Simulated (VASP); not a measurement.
# Ba (Im-3m) in VASP: a series of runs

The runs below take Ba through single point, with r2SCAN.

Program: VASP 6.6.1. These are calculated values, not measurements. Logs are shortened: lines on timing, memory, paths and dates and some standing lists are left out, and cuts for length are marked.

## (1) The cell of the first run

The structure is cubic, space group Im-3m (No. 229). The conventional cell has a = 5.074 Å, b = 5.074 Å, c = 5.074 Å, α = 90.00°, β = 90.00°, γ = 90.00°. Within 5.8 Å of Ba (site symmetry m-3m) lie 14 Ba at 4.39 to 5.07 Å.

## (2) Single point, r2SCAN

The input, POSCAR:

```
Ba
1.0
   -2.5367939014      2.5367939014      2.5367939014
    2.5367939014     -2.5367939014      2.5367939014
    2.5367939014      2.5367939014     -2.5367939014
Ba
1
Direct
    0.0000000000      0.0000000000      0.0000000000
```

The input, INCAR.step1:

```
ALGO = Normal
EDIFF = 1E-4
ENCUT = 520
GGA = PE
ISMEAR = -1
LASPH = T
LCHARG = F
LREAL = F
LWAVE = T
NBANDS = 11
NELM = 100
PREC = Accurate
SIGMA = 0.1
```

The input, INCAR.step2:

```
ALGO = Normal
EDIFF = 1E-6
ENCUT = 520
ISIF = 2
ISMEAR = -1
ISTART = 1
LASPH = T
LCHARG = T
LELF = T
LMIXTAU = T
LREAL = F
LVHAR = T
LWAVE = F
METAGGA = R2SCAN
NBANDS = 11
NELM = 100
PREC = Accurate
SIGMA = 0.1
```

The input, KPOINTS:

```
k-points
0
Gamma
  2 2 2
```

Potentials or basis: VASP PAW PBE potentials, release 64 (Ba_sv).

The run is started by

```console
$ cat potpaw_PBE.64/Ba_sv/POTCAR > POTCAR
$ cp INCAR.step1 INCAR
$ mpirun -np 1 vasp_std > vasp.out
$ cp INCAR.step2 INCAR
$ mpirun -np 1 vasp_std > vasp.out
```

OUTCAR:

```text
EDIFF = 1E-6
   ENCUT = 520
   ISIF = 2
   ISMEAR = -1
   ISTART = 1
   LASPH = T
   LREAL = F
   METAGGA = R2SCAN
   NELM = 100
   PREC = Accurate

 ion  position               nearest neighbor table
   1  0.000  0.000  0.000-

  LATTYP: Found a body centered cubic cell.
 ALAT       =     5.0735878028

  Lattice vectors:

 A1 = (  -2.5367939014,   2.5367939014,   2.5367939014)
 A2 = (   2.5367939014,  -2.5367939014,   2.5367939014)
 A3 = (   2.5367939014,   2.5367939014,  -2.5367939014)

Analysis of symmetry for initial positions (statically):
=====================================================================
 Subroutine PRICEL returns:
 Original cell was already a primitive cell.

 Routine SETGRP: Setting up the symmetry group for a
 body centered cubic supercell.

 Subroutine GETGRP returns: Found 48 space group operations
 (whereof 48 operations were pure point group operations)
 out of a pool of 48 trial point group operations.

The static configuration has the point symmetry O_h .

Analysis of symmetry for dynamics (positions and initial velocities):
=====================================================================
 Subroutine PRICEL returns:
 Original cell was already a primitive cell.

 Routine SETGRP: Setting up the symmetry group for a
 body centered cubic supercell.

 Subroutine GETGRP returns: Found 48 space group operations
 (whereof 48 operations were pure point group operations)
 out of a pool of 48 trial point group operations.

The dynamic configuration has the point symmetry O_h .

 Subroutine INISYM returns: Found 48 space group operations
 (whereof 48 operations are pure point group operations),
 and found     1 'primitive' translations

----------------------------------------------------------------------------------------

                                     Primitive cell

  volume of cell :      65.3004

  direct lattice vectors                    reciprocal lattice vectors
    -2.536793901  2.536793901  2.536793901     0.000000000  0.197099181  0.197099181
     2.536793901 -2.536793901  2.536793901     0.197099181  0.000000000  0.197099181
     2.536793901  2.536793901 -2.536793901     0.197099181  0.197099181  0.000000000

  length of vectors
     4.393855926  4.393855926  4.393855926     0.278740335  0.278740335  0.278740335

  position of ions in fractional coordinates (direct lattice)
[... 59 lines left out ...]
   IBRION =     -1    ionic relax: 0-MD 1-quasi-New 2-CG
   NFREE  =      0    steps in history (QN), initial steepest desc. (CG)
   ISIF   =      2    stress and relaxation
   ISYM   =      2    0-nonsym 1-usesym 2-fastsym
   POTIM  = 0.5000    time-step for ionic-motion
   TEBEG  =    0.0;   TEEND  =   0.0 temperature during run
   PSTRESS=    0.0 pullay stress
   NELECT =      10.0000    total number of electrons
   NUPDOWN=      -1.0000    fix difference up-down
   EMIN   =  10.00;   EMAX   =-10.00  energy-range for DOS
   EFERMI =   0.00;   METHOD = LEGACY
   ISMEAR =    -1;   SIGMA  =   0.10  broadening in eV -4-tet -1-fermi 0-gaus
   EFERMI_NEDOS =   21; number of points for ismear=-14 and -15
   IALGO  =     38    algorithm
   IMIX   =      4    mixing-type and parameters
     AMIX     =   0.40;   BMIX     =  1.00
     AMIX_MAG =   1.60;   BMIX_MAG =  1.00
  volume/ion in A,a.u.               =      65.30       440.67
  Fermi-wavevector in a.u.,A,eV,Ry     =   0.875863  1.655142 10.437525  0.767136
  Thomas-Fermi vector in A             =   1.995593
   LORBIT       =      0    0 simple, 1 ext, 2 COOP (PROOUT), +10 PAW based schemes
   METAGGA = R2SCAN    functional components
   LHFCALC =     F    Hartree Fock is set to
   AEXX    =    0.0000 exact exchange contribution
   IVDW    =     0    specifies the selected vdW correction
   LEPSILON=     F    determine dielectric tensor
   LRPA    =     F    only Hartree local field effects (RPA)
 non-spin polarized calculation
  energy-cutoff  :      520.00
  volume of cell :       65.30
 maximum number of plane-waves:      1766
 NGX is ok and might be reduce to    36
   NGX = 17   NGY = 17   NGZ = 17

 number of electron      10.0000000 magnetization

 Free energy of the ion-electron system (eV)
  ---------------------------------------------------
  ext. energy  EPLUGINS =         0.00000000
  ---------------------------------------------------
  free energy    TOTEN  =       -27.01696802 eV

  energy without entropy =      -26.95925122  energy(sigma->0) =      -26.98810962

 E-fermi :   1.1038     XC(G=0):  -7.6997

 val. band max:        1.0570033491   @ k =   0.5000   0.5000   0.5000
 cond. band min:       2.5158294738   @ k =   0.5000   0.0000   0.0000
 fundamental gap:      1.4588261247
 Fermi energy:         1.1038413101

 k-point     1 :       0.0000    0.0000    0.0000
  band No.  band energies     occupation
      1     -28.3179      2.00000
      2     -12.8772      2.00000
      3     -12.8772      2.00000
      4     -12.8772      2.00000
      5      -1.2273      2.00000
      6       3.7196      0.00000
      7       3.7196      0.00000
      8       3.7196      0.00000
      9       5.0276      0.00000
     10       5.0276      0.00000
     11       8.8524      0.00000
[... 15 lines left out ...]
 k-point     3 :       0.5000    0.5000    0.5000
  band No.  band energies     occupation
      1     -28.2480      2.00000
      2     -13.1673      2.00000
      3     -13.1673      2.00000
      4     -13.1673      2.00000
      5       1.0570      1.23000
      6       1.0570      1.23000
      7       6.2064      0.00000
      8       6.2064      0.00000
      9       6.2064      0.00000
     10       6.5210      0.00000
     11       6.5210      0.00000

------------------------ aborting loop because EDIFF is reached ----------------------------------------

  FORCE on cell =-STRESS in cart. coord.  units (eV):
  Direction    XX          YY          ZZ          XY          YZ          ZX
  --------------------------------------------------------------------------------------
  -------------------------------------------------------------------------------------
  Total       -1.7814710     -1.7814710     -1.7814710     -0.0000000      0.0000000     -0.0000000
  in kB      -43.7092954    -43.7092954    -43.7092954     -0.0000000      0.0000000     -0.0000000
  external PRESSURE =     -43.7092954 kB  Pullay stress =       0.0000000 kB

 VOLUME and BASIS-vectors are now :
 -----------------------------------------------------------------------------
  energy-cutoff  :      520.00
  volume of cell :       65.30
      direct lattice vectors                 reciprocal lattice vectors
    -2.536793901  2.536793901  2.536793901     0.000000000  0.197099181  0.197099181
     2.536793901 -2.536793901  2.536793901     0.197099181  0.000000000  0.197099181
     2.536793901  2.536793901 -2.536793901     0.197099181  0.197099181  0.000000000

 POSITION                                       TOTAL-FORCE (eV/Angst)
 -----------------------------------------------------------------------------------
      0.00000      0.00000      0.00000         0.000000      0.000000     -0.000000
 -----------------------------------------------------------------------------------
    total drift:                               -0.000000      0.000000      0.000000

  FREE ENERGIE OF THE ION-ELECTRON SYSTEM (eV)
  ---------------------------------------------------
  free  energy   TOTEN  =       -27.0169680161 eV

  energy  without entropy=      -26.9592512249  energy(sigma->0) =      -26.98810962
```

OUTCAR.step1:

```text
EDIFF = 1E-4
   ENCUT = 520
   GGA = PE
   ISMEAR = -1
   LASPH = T
   LREAL = F
[... 232 lines left out ...]

 POSITION                                       TOTAL-FORCE (eV/Angst)
 -----------------------------------------------------------------------------------
      0.00000      0.00000      0.00000         0.000000      0.000000     -0.000000
 -----------------------------------------------------------------------------------
    total drift:                               -0.000000      0.000000      0.000000

  FREE ENERGIE OF THE ION-ELECTRON SYSTEM (eV)
  ---------------------------------------------------
  free  energy   TOTEN  =        -2.5124594337 eV

  energy  without entropy=       -2.4644237599  energy(sigma->0) =       -2.48844160
```

It took 67 s on 1 thread of Intel Xeon 8259CL, shared host; peak memory 0.21 GiB.

What came out:

| Property | Result |
| --- | --- |
| Free energy | -27.0170 eV |
| Pressure | -4.4 GPa |
| Band gap on the k mesh | zero (filled and empty bands touch) |

Caveat: the k points lie up to 0.88 Å⁻¹ apart; the PAW data sets were made with another functional, which shifts forces and pressure a little; spin-orbit coupling is left out, which moves the levels of the heavy elements.

## (3) Single point, r2SCAN

POSCAR is that of step 2.

The input, INCAR.step1:

```
SYSTEM = Ba
PREC     = Accurate       ! precision mode
ENCUT    = 520            ! plane-wave cutoff, eV
ISMEAR   = -1             ! smearing method
SIGMA    = 0.1            ! smearing width, eV
LREAL    = .False.        ! projectors in reciprocal space
LASPH    = .True.         ! aspherical terms in the spheres
NELM     = 60             ! most SCF steps
NBANDS   = 11             ! bands
GGA      = PE             ! functional
ALGO     = Normal         ! electronic algorithm
EDIFF    = 1E-4           ! SCF threshold, eV
LWAVE    = .True.         ! write WAVECAR
LCHARG   = .False.        ! write CHGCAR
```

The input, INCAR.step2:

```
SYSTEM = Ba
PREC     = Accurate       ! precision mode
ENCUT    = 520            ! plane-wave cutoff, eV
EDIFF    = 1E-6           ! SCF threshold, eV
ISMEAR   = -1             ! smearing method
SIGMA    = 0.1            ! smearing width, eV
LREAL    = .False.        ! projectors in reciprocal space
LASPH    = .True.         ! aspherical terms in the spheres
NELM     = 60             ! most SCF steps
ALGO     = Normal         ! electronic algorithm
ISIF     = 2              ! what is computed and relaxed
LWAVE    = .False.        ! write WAVECAR
LCHARG   = .False.        ! write CHGCAR
METAGGA  = R2SCAN         ! meta-GGA
LMIXTAU  = .True.       
NBANDS   = 11             ! bands
ISTART   = 1
```

The input, KPOINTS:

```
Automatic mesh
0
Gamma
  3 3 3
  0 0 0
```

Potentials or basis: VASP PAW PBE potentials, release 64 (Ba_sv).

The run is started by

```console
$ cat potpaw_PBE.64/Ba_sv/POTCAR > POTCAR
$ cp INCAR.step1 INCAR
$ mpirun -np 1 vasp_std > vasp.out
$ cp INCAR.step2 INCAR
$ mpirun -np 1 vasp_std > vasp.out
```

Run time: 54 s. Hardware: 1 thread of Intel Xeon 8259CL, shared host; peak memory 0.21 GiB.

Results (log left out):

```yaml
Free_energy: -26.3676 eV
Pressure: -0.4 GPa
Band_gap_on_the_k_mesh: zero (bands 5 and 6 overlap by 0.24 eV)
```

Levels at points of the mesh, in eV from the Fermi level:
```csv
k point,band 3,band 4,band 5,band 6,band 7,band 8
"(0.00, 0.00, 0.00)",-14.70,-14.70,-3.03,1.93,1.93,1.93
```

Caveat: the k points lie up to 0.58 Å⁻¹ apart; the PAW data sets were made with another functional, which shifts forces and pressure a little; spin-orbit coupling is left out, which moves the levels of the heavy elements.

## (4) Single point, r2SCAN

POSCAR is that of step 3.

The input, INCAR.step1:

```
SYSTEM = Ba
PREC = Accurate ; ENCUT = 520
ISMEAR = -1 ; SIGMA = 0.1
LREAL = .FALSE. ; LASPH = .TRUE.
NELM = 60 ; NBANDS = 11
GGA = PE ; ALGO = Normal
EDIFF = 1E-4 ; LWAVE = .TRUE.
LCHARG = .FALSE.
```

The input, INCAR.step2:

```
SYSTEM = Ba
PREC = Accurate ; ENCUT = 520
EDIFF = 1E-6 ; ISMEAR = -1
SIGMA = 0.1 ; LREAL = .FALSE.
LASPH = .TRUE. ; NELM = 60
ALGO = Normal ; ISIF = 2
LWAVE = .FALSE. ; LCHARG = .FALSE.
METAGGA = R2SCAN ; LMIXTAU = .TRUE.
NBANDS = 11 ; ISTART = 1
```

The input, KPOINTS:

```
Automatic mesh
0
G
  4 4 4
  0 0 0
```

The run is started by

```console
$ cat potpaw_PBE.64/Ba_sv/POTCAR > POTCAR
$ cp INCAR.step1 INCAR
$ mpirun -np 1 vasp_std > vasp.out
$ cp INCAR.step2 INCAR
$ mpirun -np 1 vasp_std > vasp.out
```

It took 69 s on 1 thread of Intel Xeon 8259CL, shared host; peak memory 0.21 GiB.

The run converged. Its results:

| Item | Value |
| --- | --- |
| Free energy | -26.4438 eV |
| Pressure | 0.4 GPa |
| Band gap on the k mesh | zero (bands 5 and 6 overlap by 1.09 eV) |

Levels at points of the mesh, in eV from the Fermi level:
```csv
k point,band 3,band 4,band 5,band 6,band 7,band 8
"(0.00, 0.00, 0.00)",-14.51,-14.51,-2.86,2.11,2.11,2.11
"(0.50, 0.00, 0.00)",-14.64,-14.51,-0.84,0.90,1.11,3.47
"(0.50, 0.50, 0.50)",-14.80,-14.80,-0.54,-0.54,4.52,4.52
```

Caveat: the k points lie up to 0.44 Å⁻¹ apart, too coarse for converged energies and pressures of a metal; the PAW data sets were made with another functional, which shifts forces and pressure a little; spin-orbit coupling is left out, which moves the levels of the heavy elements.

## (5) Single point, r2SCAN

POSCAR is that of step 4.

The input, INCAR.step1:

```
ALGO     = Normal         # electronic algorithm
EDIFF    = 1E-4           # SCF threshold, eV
ENCUT    = 520            # plane-wave cutoff, eV
GGA      = PE             # functional
ISMEAR   = -1             # smearing method
LASPH    = T              # aspherical terms in the spheres
LCHARG   = F              # write CHGCAR
LREAL    = F              # projectors in reciprocal space
LWAVE    = T              # write WAVECAR
NBANDS   = 11             # bands
NELM     = 60             # most SCF steps
PREC     = Accurate       # precision mode
SIGMA    = 0.1            # smearing width, eV
```

The input, INCAR.step2:

```
ALGO     = Normal         # electronic algorithm
EDIFF    = 1E-7           # SCF threshold, eV
ENCUT    = 520            # plane-wave cutoff, eV
ISIF     = 2              # what is computed and relaxed
ISMEAR   = -1             # smearing method
ISTART   = 1            
LASPH    = T              # aspherical terms in the spheres
LCHARG   = F              # write CHGCAR
LMIXTAU  = T            
LREAL    = F              # projectors in reciprocal space
LWAVE    = F              # write WAVECAR
METAGGA  = R2SCAN         # meta-GGA
NBANDS   = 11             # bands
NELM     = 60             # most SCF steps
PREC     = Accurate       # precision mode
SIGMA    = 0.1            # smearing width, eV
```

The input, KPOINTS:

```
k-points
0
Gamma
  6 6 6
```

The run is started by

```console
$ cat potpaw_PBE.64/Ba_sv/POTCAR > POTCAR
$ cp INCAR.step1 INCAR
$ mpirun -np 1 vasp_std > vasp.out
$ cp INCAR.step2 INCAR
$ mpirun -np 1 vasp_std > vasp.out
```

It took 94 s on 1 thread of Intel Xeon 8259CL, shared host; peak memory 0.21 GiB.

The run converged. Its results:

* Free energy: -26.4536 eV
* Pressure: 0.1 GPa
* Band gap on the k mesh: zero (bands 5 and 6 overlap by 0.82 eV)

Levels at points of the mesh, in eV from the Fermi level:
```csv
k point,band 1,band 2,band 3,band 4,band 5,band 6,band 7,band 8,band 9,band 10
"(0.00, 0.00, 0.00)",-30.01,-14.56,-14.56,-14.56,-2.89,2.07,2.07,2.07,3.37,3.37
"(0.50, 0.00, 0.00)",-29.97,-14.98,-14.69,-14.56,-0.88,0.86,1.07,3.41,3.96,5.35
"(0.50, 0.50, 0.50)",-29.94,-14.84,-14.84,-14.84,-0.60,-0.60,4.49,4.49,4.49,4.88
```

Caveat: the PAW data sets were made with another functional, which shifts forces and pressure a little; spin-orbit coupling is left out, which moves the levels of the heavy elements.

[end of part 1 of 2]
